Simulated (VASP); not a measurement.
# GaN (Fm-3m) in VASP: a series of runs

GaN is run at these levels: PBEsol; tasks: single point.

Program: VASP 6.6.1. These are calculated values, not measurements. Logs are shortened: lines on timing, memory, paths and dates and some standing lists are left out, and cuts for length are marked.

### Step 1. The cell of the first run

Symmetry: Fm-3m, No. 225, cubic system. Conventional cell: a = 4.270 Å, b = 4.270 Å, c = 4.270 Å, α = 90.00°, β = 90.00°, γ = 90.00°. Within 2.8 Å of Ga (site symmetry m-3m) lie 6 N at 2.14 Å. N (site symmetry m-3m) has 6 Ga at 2.14 Å within 2.8 Å.

### Step 2. Single point, PBEsol

Contents of INCAR:

```
SYSTEM = GaN
ALGO = Normal
EDIFF = 1E-6
ENCUT = 520
GGA = PS
ISIF = 2
ISMEAR = -1
LASPH = .True.
LCHARG = .False.
LREAL = .False.
LWAVE = .False.
NBANDS = 16
NELM = 100
PREC = Accurate
SIGMA = 0.05
```

Contents of KPOINTS:

```
k-points
0
Gamma
  11 11 11
  0 0 0
```

Contents of POSCAR:

```
GaN
1.0
    0.0000000000      2.1352350000      2.1352350000
    2.1352350000      0.0000000000      2.1352350000
    2.1352350000      2.1352350000      0.0000000000
Ga N
1 1
Direct
    0.0000000000      0.0000000000      0.0000000000
    0.5000000000      0.5000000000      0.5000000000
```

Potentials or basis: VASP PAW PBE potentials, release 64 (Ga_d, N).

Command:

```sh
> cat potpaw_PBE.64/Ga_d/POTCAR potpaw_PBE.64/N/POTCAR > POTCAR
> mpirun -np 1 vasp_std > vasp.out
```

OUTCAR:

```text
SYSTEM = GaN
   EDIFF = 1E-6
   ENCUT = 520
   GGA = PS
   ISIF = 2
   ISMEAR = -1
   LASPH = .True.
   LREAL = .False.
   NELM = 100
   PREC = Accurate

 ion  position               nearest neighbor table
   1  0.000  0.000  0.000-   2 2.14   2 2.14   2 2.14   2 2.14   2 2.14   2 2.14
   2  0.500  0.500  0.500-   1 2.14   1 2.14   1 2.14   1 2.14   1 2.14   1 2.14

  LATTYP: Found a face centered cubic cell.
 ALAT       =     4.2704700000

  Lattice vectors:

 A1 = (   0.0000000000,   2.1352350000,   2.1352350000)
 A2 = (   2.1352350000,   0.0000000000,   2.1352350000)
 A3 = (   2.1352350000,   2.1352350000,   0.0000000000)

Analysis of symmetry for initial positions (statically):
=====================================================================
 Subroutine PRICEL returns:
 Original cell was already a primitive cell.

 Routine SETGRP: Setting up the symmetry group for a
 face centered cubic supercell.

 Subroutine GETGRP returns: Found 48 space group operations
 (whereof 48 operations were pure point group operations)
 out of a pool of 48 trial point group operations.

The static configuration has the point symmetry O_h .

Analysis of symmetry for dynamics (positions and initial velocities):
=====================================================================
 Subroutine PRICEL returns:
 Original cell was already a primitive cell.

 Routine SETGRP: Setting up the symmetry group for a
 face centered cubic supercell.

 Subroutine GETGRP returns: Found 48 space group operations
 (whereof 48 operations were pure point group operations)
 out of a pool of 48 trial point group operations.

The dynamic configuration has the point symmetry O_h .

 Subroutine INISYM returns: Found 48 space group operations
 (whereof 48 operations are pure point group operations),
 and found     1 'primitive' translations

----------------------------------------------------------------------------------------

                                     Primitive cell

  volume of cell :      19.4700

  direct lattice vectors                    reciprocal lattice vectors
     0.000000000  2.135235000  2.135235000    -0.234166263  0.234166263  0.234166263
     2.135235000  0.000000000  2.135235000     0.234166263 -0.234166263  0.234166263
     2.135235000  2.135235000  0.000000000     0.234166263  0.234166263 -0.234166263

  length of vectors
     3.019678296  3.019678296  3.019678296     0.405587864  0.405587864  0.405587864

  position of ions in fractional coordinates (direct lattice)
     0.000000000  0.000000000  0.000000000
     0.500000000  0.500000000  0.500000000

  ion indices of the primitive-cell ions
   primitive index   ion index
                 1           1
                 2           2

----------------------------------------------------------------------------------------

 KPOINTS: k-points

Automatic generation of k-mesh.
 Grid dimensions read from file:
 generate k-points for:   11   11   11

 Generating k-lattice:

  Cartesian coordinates                     Fractional coordinates (reciprocal lattice)
    -0.021287842  0.021287842  0.021287842     0.090909091  0.000000000  0.000000000
     0.021287842 -0.021287842  0.021287842     0.000000000  0.090909091  0.000000000
     0.021287842  0.021287842 -0.021287842     0.000000000  0.000000000  0.090909091

  Length of vectors
     0.036871624  0.036871624  0.036871624

  Shift w.r.t. Gamma in fractional coordinates (k-lattice)
     0.000000000  0.000000000  0.000000000

 Subroutine IBZKPT returns following result:
 ===========================================

 Found     56 irreducible k-points:

 Following reciprocal coordinates:
            Coordinates               Weight
  0.000000  0.000000  0.000000      1.000000
  0.090909  0.000000  0.000000      8.000000
  0.181818  0.000000  0.000000      8.000000
  0.272727  0.000000  0.000000      8.000000
  0.363636  0.000000  0.000000      8.000000
  0.454545  0.000000  0.000000      8.000000
[... 16 lines left out ...]
 -0.272727  0.181818  0.000000     24.000000
 -0.181818  0.181818  0.000000     12.000000
 [... further k-points ...]
   k-points           NKPTS =     56   k-points in BZ     NKDIM =     56   number of bands    NBANDS=     16
   number of dos      NEDOS =    301   number of ions     NIONS =      2
   total plane-waves  NPLWV =  13824
   dimension x,y,z NGX =    24 NGY =   24 NGZ =   24
   dimension x,y,z NGXF=    48 NGYF=   48 NGZF=   48
   ions per type =               1   1
   NGX,Y,Z   is equivalent  to a cutoff of  13.21, 13.21, 13.21 a.u.
   NGXF,Y,Z  is equivalent  to a cutoff of  26.43, 26.43, 26.43 a.u.
 SYSTEM =  GaN
   PREC   = accura    normal or accurate (medium, high low for compatibility)
   ISTART =      0    job   : 0-new  1-cont  2-samecut
   ICHARG =      2    charge: 1-file 2-atom 10-const
   ISPIN  =      1    spin polarized calculation?
   LNONCOLLINEAR =      F non collinear calculations
   LSORBIT =      F    spin-orbit coupling
   LASPH  =      T    aspherical Exc in radial PAW
   ENCUT  =  520.0 eV  38.22 Ry    6.18 a.u.   5.61  5.61  5.61*2*pi/ulx,y,z
   NELM   =    100;   NELMIN=  2; NELMDL= -5     # of ELM steps
   EDIFF  = 0.1E-05   stopping-criterion for ELM
   LREAL  =      F    real-space projection
   EDIFFG = 0.1E-04   stopping-criterion for IOM
   NSW    =      0    number of steps for IOM
   IBRION =     -1    ionic relax: 0-MD 1-quasi-New 2-CG
   NFREE  =      0    steps in history (QN), initial steepest desc. (CG)
   ISIF   =      2    stress and relaxation
   ISYM   =      2    0-nonsym 1-usesym 2-fastsym
   POTIM  = 0.5000    time-step for ionic-motion
   TEBEG  =    0.0;   TEEND  =   0.0 temperature during run
   PSTRESS=    0.0 pullay stress
   NELECT =      18.0000    total number of electrons
   NUPDOWN=      -1.0000    fix difference up-down
   EMIN   =  10.00;   EMAX   =-10.00  energy-range for DOS
   EFERMI =   0.00;   METHOD = LEGACY
   ISMEAR =    -1;   SIGMA  =   0.05  broadening in eV -4-tet -1-fermi 0-gaus
   EFERMI_NEDOS =   21; number of points for ismear=-14 and -15
   IALGO  =     38    algorithm
   IMIX   =      4    mixing-type and parameters
     AMIX     =   0.40;   BMIX     =  1.00
     AMIX_MAG =   1.60;   BMIX_MAG =  1.00
  volume/ion in A,a.u.               =       9.74        65.70
  Fermi-wavevector in a.u.,A,eV,Ry     =   1.594814  3.013761 34.605481  2.543431
  Thomas-Fermi vector in A             =   2.692830
   LORBIT       =      0    0 simple, 1 ext, 2 COOP (PROOUT), +10 PAW based schemes
   GGA     = PS    functional components
   LHFCALC =     F    Hartree Fock is set to
   AEXX    =    0.0000 exact exchange contribution
   IVDW    =     0    specifies the selected vdW correction
   LEPSILON=     F    determine dielectric tensor
   LRPA    =     F    only Hartree local field effects (RPA)
 non-spin polarized calculation
  energy-cutoff  :      520.00
  volume of cell :       19.47
 maximum number of plane-waves:       534
   NGX = 11   NGY = 11   NGZ = 11

 number of electron      18.0000005 magnetization

 Free energy of the ion-electron system (eV)
  ---------------------------------------------------
  ext. energy  EPLUGINS =         0.00000000
  ---------------------------------------------------
  free energy    TOTEN  =       -12.24535258 eV

  energy without entropy =      -12.24524459  energy(sigma->0) =      -12.24529859

 E-fermi :   7.6684     XC(G=0): -13.1026

 val. band max:        7.3999524595   @ k =  -0.1818   0.1818   0.0000
 cond. band min:       7.8641192549   @ k =   0.4545   0.4545   0.0000
 fundamental gap:      0.4641667954
 Fermi energy:         7.6684280954

 k-point     1 :       0.0000    0.0000    0.0000
  band No.  band energies     occupation
      1      -9.6198      2.00000
      2      -6.5531      2.00000
      3      -6.5531      2.00000
      4      -6.5531      2.00000
      5      -6.4640      2.00000
      6      -6.4640      2.00000
[... 8 lines left out ...]
     15      22.6675      0.00000
     16      22.6675      0.00000

 k-point     2 :       0.0909    0.0000    0.0000
  band No.  band energies     occupation
      1      -9.4625      2.00000
      2      -6.5588      2.00000
      3      -6.5450      2.00000
      4      -6.5450      2.00000
      5      -6.4741      2.00000
      6      -6.4741      2.00000
[... 8 lines left out ...]
     15      22.8876      0.00000
     16      22.8877      0.00000

 k-point     3 :       0.1818    0.0000    0.0000
  band No.  band energies     occupation
      1      -9.0037      2.00000
      2      -6.5738      2.00000
      3      -6.5560      2.00000
      4      -6.5560      2.00000
      5      -6.4679      2.00000
      6      -6.4679      2.00000
[... 8 lines left out ...]
     15      23.7904      0.00000
     16      23.7904      0.00000

 k-point     4 :       0.2727    0.0000    0.0000
  band No.  band energies     occupation
      1      -8.2928      2.00000
      2      -6.6075      2.00000
      3      -6.6075      2.00000
      4      -6.5923      2.00000
      5      -6.4218      2.00000
      6      -6.4218      2.00000
[... 8 lines left out ...]
     15      25.2818      0.00000
     16      25.2818      0.00000
[... 324 lines left out ...]
 k-point    22 :      -0.3636    0.1818    0.0000
  band No.  band energies     occupation
      1      -7.4345      2.00000
      2      -6.6560      2.00000
      3      -6.6363      2.00000
      4      -6.5066      2.00000
      5      -6.3713      2.00000
      6      -5.5093      2.00000
[... 8 lines left out ...]
     15      26.9925      0.00000
     16      27.4785      0.00000

 k-point    23 :      -0.2727    0.1818    0.0000
  band No.  band energies     occupation
      1      -7.6611      2.00000
      2      -6.6370      2.00000
      3      -6.6292      2.00000
      4      -6.5593      2.00000
      5      -6.4215      2.00000
      6      -5.9828      2.00000
[... 8 lines left out ...]
     15      25.8844      0.00000
     16      28.0765      0.00000

 k-point    24 :      -0.1818    0.1818    0.0000
  band No.  band energies     occupation
      1      -8.1634      2.00000
      2      -6.6075      2.00000
      3      -6.6026      2.00000
      4      -6.5870      2.00000
      5      -6.4677      2.00000
      6      -6.2575      2.00000
[... 8 lines left out ...]
     15      25.1834      0.00000
     16      27.3749      0.00000

 [... further k-points ...]

------------------------ aborting loop because EDIFF is reached ----------------------------------------

  FORCE on cell =-STRESS in cart. coord.  units (eV):
  Direction    XX          YY          ZZ          XY          YZ          ZX
  --------------------------------------------------------------------------------------
  -------------------------------------------------------------------------------------
  Total       -0.8746238     -0.8746238     -0.8746238     -0.0000000      0.0000000     -0.0000000
  in kB      -71.9722081    -71.9722081    -71.9722081     -0.0000000      0.0000000     -0.0000000
  external PRESSURE =     -71.9722081 kB  Pullay stress =       0.0000000 kB

 VOLUME and BASIS-vectors are now :
 -----------------------------------------------------------------------------
  energy-cutoff  :      520.00
  volume of cell :       19.47
      direct lattice vectors                 reciprocal lattice vectors
     0.000000000  2.135235000  2.135235000    -0.234166263  0.234166263  0.234166263
     2.135235000  0.000000000  2.135235000     0.234166263 -0.234166263  0.234166263
     2.135235000  2.135235000  0.000000000     0.234166263  0.234166263 -0.234166263

 POSITION                                       TOTAL-FORCE (eV/Angst)
 -----------------------------------------------------------------------------------
      0.00000      0.00000      0.00000         0.000000     -0.000000     -0.000000
      2.13524      2.13524      2.13524        -0.000000      0.000000      0.000000
 -----------------------------------------------------------------------------------
    total drift:                                0.000000     -0.000000     -0.000000

  FREE ENERGIE OF THE ION-ELECTRON SYSTEM (eV)
  ---------------------------------------------------
  free  energy   TOTEN  =       -12.2453525826 eV

  energy  without entropy=      -12.2452445930  energy(sigma->0) =      -12.24529859
```

Run time: 26 s. Hardware: 1 thread of AMD EPYC 7R43 (Zen 3), shared host; peak memory 0.11 GiB.

What came out:

```
Free energy            : -12.2454 eV
Pressure               : -7.2 GPa
Band gap on the k mesh : 0.46 eV, indirect (least direct gap 2.37 eV)
```

Levels at points of the mesh, in eV from the valence-band top:
```csv
k point,band 5,band 6,band 7,band 8,band 9,band 10,band 11,band 12,band 13,band 14
"(0.00, 0.00, 0.00)",-13.86,-13.86,-0.50,-0.50,-0.50,1.87,14.42,14.42,14.42,15.27
```

Caveat: the PAW data sets were made with another functional, which shifts forces and pressure a little. A k mesh can miss the band edges.

### Step 3. Single point, PBEsol (volume scaled by 1.02)

Contents of INCAR:

```
PREC     = Accurate       # precision mode
ENCUT    = 520            # plane-wave cutoff, eV
EDIFF    = 1E-7           # SCF threshold, eV
ISMEAR   = -1             # smearing method
SIGMA    = 0.05           # smearing width, eV
LREAL    = F              # projectors in reciprocal space
LASPH    = T              # aspherical terms in the spheres
NELM     = 80             # most SCF steps
ALGO     = Normal         # electronic algorithm
ISIF     = 2              # what is computed and relaxed
LWAVE    = F              # write WAVECAR
LCHARG   = T              # write CHGCAR
GGA      = PS             # functional
LELF     = T              # ELF
LVHAR    = T            
NBANDS   = 16             # bands
```

Contents of KPOINTS:

```
Automatic mesh
0
Gamma
  11 11 11
```

Contents of POSCAR:

```
GaN
1.0
    0.0000000000      2.1493760412      2.1493760412
    2.1493760412      0.0000000000      2.1493760412
    2.1493760412      2.1493760412      0.0000000000
Ga N
1 1
Direct
    0.0000000000      0.0000000000      0.0000000000
    0.5000000000      0.5000000000      0.5000000000
```

Potentials or basis: VASP PAW PBE potentials, release 64 (Ga_d, N).

Command:

```sh
> cat potpaw_PBE.64/Ga_d/POTCAR potpaw_PBE.64/N/POTCAR > POTCAR
> mpirun -np 1 vasp_std > vasp.out
```

Run time: 28 s. Hardware: 1 thread of AMD EPYC 7R43 (Zen 3), shared host; peak memory 0.11 GiB.

It converged, with:

- Free energy: -12.2235 eV
- Pressure: -10.9 GPa
- Band gap on the k mesh: 0.35 eV, indirect (least direct gap 2.14 eV)

Levels at points of the mesh, in eV from the valence-band top:
```
           k point  band 5  band 6  band 7  band 8  band 9  band 10  band 11  band 12  band 13  band 14
(0.00, 0.00, 0.00)  -13.88  -13.88   -0.48   -0.48   -0.48     1.66    14.30    14.30    14.30    15.00
```

Caveat: the PAW data sets were made with another functional, which shifts forces and pressure a little. A k mesh can miss the band edges.
